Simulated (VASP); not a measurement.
# CuO (C2/c) in VASP: a series of runs

Runs on CuO. Level: r2SCAN. Tasks: single point.

Everything below comes from runs of VASP 6.6.1. Logs are shortened: lines on timing, memory, paths and dates and some standing lists are left out, and cuts for length are marked.

**1. The cell of the first run**

It takes space group C2/c (No. 15, monoclinic). Conventional cell: a = 4.684 Å, b = 3.423 Å, c = 5.129 Å, α = 90.00°, β = 99.54°, γ = 90.00°. Cu (site symmetry -1) has 4 O at 1.95 to 1.96 Å within 2.6 Å. Within 3.0 Å of O (site symmetry 2) lie 6 Cu at 1.95 to 2.78 Å and 6 O at 2.62 to 2.90 Å.

**2. Single point, r2SCAN**

POSCAR

```
CuO
1.0
    2.3418500000     -1.7113000000      0.0000000000
    2.3418500000      1.7113000000      0.0000000000
   -0.8500274268      0.0000000000      5.0578693947
Cu O
2 2
Direct
    0.5000000000      0.0000000000      0.5000000000
    0.0000000000      0.5000000000      0.0000000000
    0.4184000000      0.5816000000      0.7500000000
    0.5816000000      0.4184000000      0.2500000000
```

INCAR.step1

```
SYSTEM = CuO
PREC = Accurate
ENCUT = 520
ISMEAR = -1
SIGMA = 0.05
LREAL = .False.
LASPH = .True.
NELM = 100
NBANDS = 25
GGA = PE
ALGO = Normal
EDIFF = 1E-4
LWAVE = .True.
LCHARG = .False.
```

INCAR.step2

```
SYSTEM = CuO
PREC = Accurate
ENCUT = 520
EDIFF = 1E-7
ISMEAR = -1
SIGMA = 0.05
LREAL = .False.
LASPH = .True.
NELM = 100
ALGO = Normal
ISIF = 2
LWAVE = .False.
LCHARG = .False.
METAGGA = R2SCAN
LMIXTAU = .True.
NBANDS = 25
ISTART = 1
```

KPOINTS

```
regular mesh
0
Gamma
  10 10 5
  0 0 0
```

Potentials or basis: VASP PAW PBE potentials, release 64 (Cu, O).

On the command line:

```
cat potpaw_PBE.64/Cu/POTCAR potpaw_PBE.64/O/POTCAR > POTCAR
cp INCAR.step1 INCAR
mpirun -np 1 vasp_std > vasp.out
cp INCAR.step2 INCAR
mpirun -np 1 vasp_std > vasp.out
```

OUTCAR:

```text
SYSTEM = CuO
   PREC = Accurate
   ENCUT = 520
   EDIFF = 1E-7
   ISMEAR = -1
   LREAL = .False.
   LASPH = .True.
   NELM = 100
   ISIF = 2
   METAGGA = R2SCAN
   ISTART = 1

 ion  position               nearest neighbor table
   1  0.500  0.000  0.500-   3 1.95   4 1.95   4 1.96   3 1.96
   2  0.000  0.500  0.000-   4 1.95   3 1.95   4 1.96   3 1.96
   3  0.418  0.582  0.750-   2 1.95   1 1.95   2 1.96   1 1.96
   4  0.582  0.418  0.250-   1 1.95   2 1.95   2 1.96   1 1.96

  LATTYP: Found a base centered monoclinic cell.
 ALAT       =     4.6837000000
 B/A-ratio  =     0.7307470589
 C/A-ratio  =     1.0950317057
 COS(beta)  =    -0.1657361228

  Lattice vectors:

 A1 = (   2.3418500000,  -1.7113000000,   0.0000000000)
 A2 = (   2.3418500000,   1.7113000000,   0.0000000000)
 A3 = (  -0.8500274268,   0.0000000000,   5.0578693947)

Analysis of symmetry for initial positions (statically):
=====================================================================
 Subroutine PRICEL returns:
 Original cell was already a primitive cell.

 Routine SETGRP: Setting up the symmetry group for a
 base centered monoclinic supercell.

 Subroutine GETGRP returns: Found  4 space group operations
 (whereof  2 operations were pure point group operations)
 out of a pool of  4 trial point group operations.

The static configuration has the point symmetry S_2 .
 The point group associated with its full space group is C_2h.

Analysis of symmetry for dynamics (positions and initial velocities):
=====================================================================
 Subroutine PRICEL returns:
 Original cell was already a primitive cell.

 Routine SETGRP: Setting up the symmetry group for a
 base centered monoclinic supercell.

 Subroutine GETGRP returns: Found  4 space group operations
 (whereof  2 operations were pure point group operations)
 out of a pool of  4 trial point group operations.

The dynamic configuration has the point symmetry S_2 .
 The point group associated with its full space group is C_2h.

 Subroutine INISYM returns: Found  4 space group operations
 (whereof  2 operations are pure point group operations),
 and found     1 'primitive' translations

----------------------------------------------------------------------------------------

                                     Primitive cell

  volume of cell :      40.5399

  direct lattice vectors                    reciprocal lattice vectors
     2.341850000 -1.711300000  0.000000000     0.213506416 -0.292175539  0.035881968
     2.341850000  1.711300000  0.000000000     0.213506416  0.292175539  0.035881968
    -0.850027427  0.000000000  5.057869395     0.000000000  0.000000000  0.197711709

  length of vectors
     2.900484289  2.900484289  5.128800000     0.363646877  0.363646877  0.197711709

  position of ions in fractional coordinates (direct lattice)
     0.500000000  0.000000000  0.500000000
     0.000000000  0.500000000  0.000000000
     0.418400000  0.581600000  0.750000000
     0.581600000  0.418400000  0.250000000

  ion indices of the primitive-cell ions
   primitive index   ion index
                 1           1
                 2           2
                 3           3
                 4           4

----------------------------------------------------------------------------------------

 KPOINTS: regular mesh

Automatic generation of k-mesh.
 Grid dimensions read from file:
 generate k-points for:   10   10    5

 Generating k-lattice:

  Cartesian coordinates                     Fractional coordinates (reciprocal lattice)
     0.021350642 -0.029217554  0.003588197     0.100000000  0.000000000  0.000000000
     0.021350642  0.029217554  0.003588197     0.000000000  0.100000000  0.000000000
     0.000000000  0.000000000  0.039542342     0.000000000  0.000000000  0.200000000

  Length of vectors
     0.036364688  0.036364688  0.039542342

  Shift w.r.t. Gamma in fractional coordinates (k-lattice)
     0.000000000  0.000000000  0.000000000

 Subroutine IBZKPT returns following result:
 ===========================================

 Found    141 irreducible k-points:

 Following reciprocal coordinates:
            Coordinates               Weight
  0.000000  0.000000  0.000000      1.000000
  0.100000 -0.000000  0.000000      4.000000
  0.200000 -0.000000  0.000000      4.000000
  0.300000 -0.000000  0.000000      4.000000
  0.400000 -0.000000  0.000000      4.000000
  0.500000 -0.000000  0.000000      2.000000
[... 16 lines left out ...]
  0.300000  0.300000  0.000000      2.000000
  0.400000  0.300000  0.000000      4.000000
 [... further k-points ...]
   k-points           NKPTS =    141   k-points in BZ     NKDIM =    141   number of bands    NBANDS=     25
   number of dos      NEDOS =    301   number of ions     NIONS =      4
   total plane-waves  NPLWV =  23040
   dimension x,y,z NGX =    24 NGY =   24 NGZ =   40
   dimension x,y,z NGXF=    48 NGYF=   48 NGZF=   80
   ions per type =               2   2
   NGX,Y,Z   is equivalent  to a cutoff of  13.76, 13.76, 12.97 a.u.
   NGXF,Y,Z  is equivalent  to a cutoff of  27.51, 27.51, 25.93 a.u.
 SYSTEM =  CuO
   PREC   = accura    normal or accurate (medium, high low for compatibility)
   ISTART =      1    job   : 0-new  1-cont  2-samecut
   ICHARG =      0    charge: 1-file 2-atom 10-const
   ISPIN  =      1    spin polarized calculation?
   LNONCOLLINEAR =      F non collinear calculations
   LSORBIT =      F    spin-orbit coupling
   LASPH  =      T    aspherical Exc in radial PAW
   ENCUT  =  520.0 eV  38.22 Ry    6.18 a.u.   5.39  5.39  9.54*2*pi/ulx,y,z
   NELM   =    100;   NELMIN=  2; NELMDL=  0     # of ELM steps
   EDIFF  = 0.1E-06   stopping-criterion for ELM
   LREAL  =      F    real-space projection
   EDIFFG = 0.1E-05   stopping-criterion for IOM
   NSW    =      0    number of steps for IOM
   IBRION =     -1    ionic relax: 0-MD 1-quasi-New 2-CG
   NFREE  =      0    steps in history (QN), initial steepest desc. (CG)
   ISIF   =      2    stress and relaxation
   ISYM   =      2    0-nonsym 1-usesym 2-fastsym
   POTIM  = 0.5000    time-step for ionic-motion
   TEBEG  =    0.0;   TEEND  =   0.0 temperature during run
   PSTRESS=    0.0 pullay stress
   NELECT =      34.0000    total number of electrons
   NUPDOWN=      -1.0000    fix difference up-down
   EMIN   =  10.00;   EMAX   =-10.00  energy-range for DOS
   EFERMI =   0.00;   METHOD = LEGACY
   ISMEAR =    -1;   SIGMA  =   0.05  broadening in eV -4-tet -1-fermi 0-gaus
   EFERMI_NEDOS =   21; number of points for ismear=-14 and -15
   IALGO  =     38    algorithm
   IMIX   =      4    mixing-type and parameters
     AMIX     =   0.40;   BMIX     =  1.00
     AMIX_MAG =   1.60;   BMIX_MAG =  1.00
  volume/ion in A,a.u.               =      10.13        68.39
  Fermi-wavevector in a.u.,A,eV,Ry     =   1.543856  2.917465 32.429379  2.383492
  Thomas-Fermi vector in A             =   2.649460
   LORBIT       =      0    0 simple, 1 ext, 2 COOP (PROOUT), +10 PAW based schemes
   METAGGA = R2SCAN    functional components
   LHFCALC =     F    Hartree Fock is set to
   AEXX    =    0.0000 exact exchange contribution
   IVDW    =     0    specifies the selected vdW correction
   LEPSILON=     F    determine dielectric tensor
   LRPA    =     F    only Hartree local field effects (RPA)
 non-spin polarized calculation
  energy-cutoff  :      520.00
  volume of cell :       40.54
 maximum number of plane-waves:      1129
 NGX is ok and might be reduce to    24
   NGX = 11   NGY = 11   NGZ = 19

 number of electron      34.0000001 magnetization

 Free energy of the ion-electron system (eV)
  ---------------------------------------------------
  ext. energy  EPLUGINS =         0.00000000
  ---------------------------------------------------
  free energy    TOTEN  =       -36.37976096 eV

  energy without entropy =      -36.36126189  energy(sigma->0) =      -36.37051142

 E-fermi :   5.5343     XC(G=0): -12.6176

 val. band max:        5.5258508357   @ k =  -0.2000   0.3000   0.4000
 cond. band min:       5.5382623285   @ k =   0.3000   0.2000   0.4000
 fundamental gap:      0.0124114928
 Fermi energy:         5.5342983920

 k-point     1 :       0.0000    0.0000    0.0000
  band No.  band energies     occupation
      1     -15.5523      2.00000
      2     -14.2701      2.00000
      3      -2.8515      2.00000
      4      -0.2439      2.00000
      5       0.1464      2.00000
      6       2.0620      2.00000
[... 17 lines left out ...]
     24      22.6380      0.00000
     25      22.9123      0.00000

 k-point     2 :       0.1000   -0.0000    0.0000
  band No.  band energies     occupation
      1     -15.4871      2.00000
      2     -14.2488      2.00000
      3      -2.7419      2.00000
      4      -0.2613      2.00000
      5       0.1182      2.00000
      6       1.2578      2.00000
[... 17 lines left out ...]
     24      22.1520      0.00000
     25      23.1961      0.00000

 k-point     3 :       0.2000   -0.0000    0.0000
  band No.  band energies     occupation
      1     -15.3107      2.00000
      2     -14.1927      2.00000
      3      -2.4487      2.00000
      4      -0.3293      2.00000
      5      -0.0056      2.00000
      6       0.2245      2.00000
[... 17 lines left out ...]
     24      21.3106      0.00000
     25      22.7788      0.00000

 k-point     4 :       0.3000   -0.0000    0.0000
  band No.  band energies     occupation
      1     -15.0795      2.00000
      2     -14.1225      2.00000
      3      -2.0786      2.00000
      4      -0.9383      2.00000
      5      -0.4153      2.00000
      6       0.1277      2.00000
[... 17 lines left out ...]
     24      20.1909      0.00000
     25      22.3787      0.00000
[... 477 lines left out ...]
 k-point    22 :      -0.2000    0.2000    0.0000
  band No.  band energies     occupation
      1     -15.0266      2.00000
      2     -14.0976      2.00000
      3      -1.9832      2.00000
      4      -0.4523      2.00000
      5      -0.4301      2.00000
      6      -0.1162      2.00000
[... 17 lines left out ...]
     24      20.1421      0.00000
     25      20.2640      0.00000

 k-point    23 :       0.3000    0.3000    0.0000
  band No.  band energies     occupation
      1     -14.7862      2.00000
      2     -14.0714      2.00000
      3      -1.5053      2.00000
      4      -1.0226      2.00000
      5      -0.0413      2.00000
      6      -0.0059      2.00000
[... 17 lines left out ...]
     24      20.9348      0.00000
     25      21.1238      0.00000

 k-point    24 :       0.4000    0.3000    0.0000
  band No.  band energies     occupation
      1     -14.6071      2.00000
      2     -14.0251      2.00000
      3      -1.5211      2.00000
      4      -1.2156      2.00000
      5      -0.2582      2.00000
      6      -0.0222      2.00000
[... 17 lines left out ...]
     24      19.6871      0.00000
     25      20.7121      0.00000

 [... further k-points ...]

------------------------ aborting loop because EDIFF is reached ----------------------------------------

  FORCE on cell =-STRESS in cart. coord.  units (eV):
  Direction    XX          YY          ZZ          XY          YZ          ZX
  --------------------------------------------------------------------------------------
  -------------------------------------------------------------------------------------
  Total       -0.1714061      0.2826367     -0.3725541      0.0000000      0.0000000     -0.1648151
  in kB       -6.7741397     11.1700796    -14.7237062      0.0000000      0.0000000     -6.5136535
  external PRESSURE =      -3.4425888 kB  Pullay stress =       0.0000000 kB

 VOLUME and BASIS-vectors are now :
 -----------------------------------------------------------------------------
  energy-cutoff  :      520.00
  volume of cell :       40.54
      direct lattice vectors                 reciprocal lattice vectors
     2.341850000 -1.711300000  0.000000000     0.213506416 -0.292175539  0.035881968
     2.341850000  1.711300000  0.000000000     0.213506416  0.292175539  0.035881968
    -0.850027427  0.000000000  5.057869395     0.000000000  0.000000000  0.197711709

 POSITION                                       TOTAL-FORCE (eV/Angst)
 -----------------------------------------------------------------------------------
      0.74591     -0.85565      2.52893         0.000000      0.000000      0.000000
      1.17092      0.85565      0.00000         0.000000      0.000000      0.000000
      1.70433      0.27928      3.79340        -0.000000     -0.242060      0.000000
      2.12934     -0.27928      1.26447         0.000000      0.242060      0.000000
 -----------------------------------------------------------------------------------
    total drift:                                0.000000     -0.000000     -0.000000

  FREE ENERGIE OF THE ION-ELECTRON SYSTEM (eV)
  ---------------------------------------------------
  free  energy   TOTEN  =       -36.3797609568 eV

  energy  without entropy=      -36.3612618908  energy(sigma->0) =      -36.37051142
```

Run time: 5.1 min. Hardware: 1 thread of Intel Xeon Platinum 8488C (Sapphire Rapids), shared host; peak memory 0.26 GiB.

Results:

```yaml
Free_energy: -36.3798 eV
Pressure: -0.3 GPa
Largest_force: 0.242 eV/Å
Band_gap_on_the_k_mesh: zero (bands 17 and 18 overlap by 0.59 eV)
```

Forces on the atoms (eV/Å):
```
Cu   0.000  0.000  0.000
Cu   0.000  0.000  0.000
O    0.000 -0.242  0.000
O    0.000  0.242  0.000
```

Stress tensor (GPa, compression positive):
```
-0.68  0.00 -0.65
 0.00  1.12  0.00
-0.65  0.00 -1.47
```

Levels at points of the mesh, in eV from the Fermi level:
| k point | band 13 | band 14 | band 15 | band 16 | band 17 | band 18 | band 19 | band 20 | band 21 | band 22 |
| --- | --- | --- | --- | --- | --- | --- | --- | --- | --- | --- |
| (0.00, 0.00, 0.00) | -2.57 | -2.42 | -2.35 | -1.88 | 0.19 | 0.97 | 2.05 | 6.55 | 8.73 | 14.06 |
| (0.50, 0.00, 0.00) | -2.29 | -1.79 | -1.68 | -1.58 | 0.02 | 0.26 | 5.30 | 6.86 | 7.48 | 11.80 |
| (0.50, 0.50, 0.00) | -2.35 | -2.30 | -1.70 | -1.39 | -0.77 | 1.10 | 3.75 | 7.62 | 9.02 | 10.75 |

Caveat: the PAW data sets were made with another functional, which shifts forces and pressure a little; semilocal functionals often make such compounds metallic where correlation or magnetic order opens a gap, which also shifts bond lengths. With open d or f shells a metallic result of r2SCAN can be an artefact of self-interaction; +U or a hybrid may open a gap.

[end of part 1 of 2]
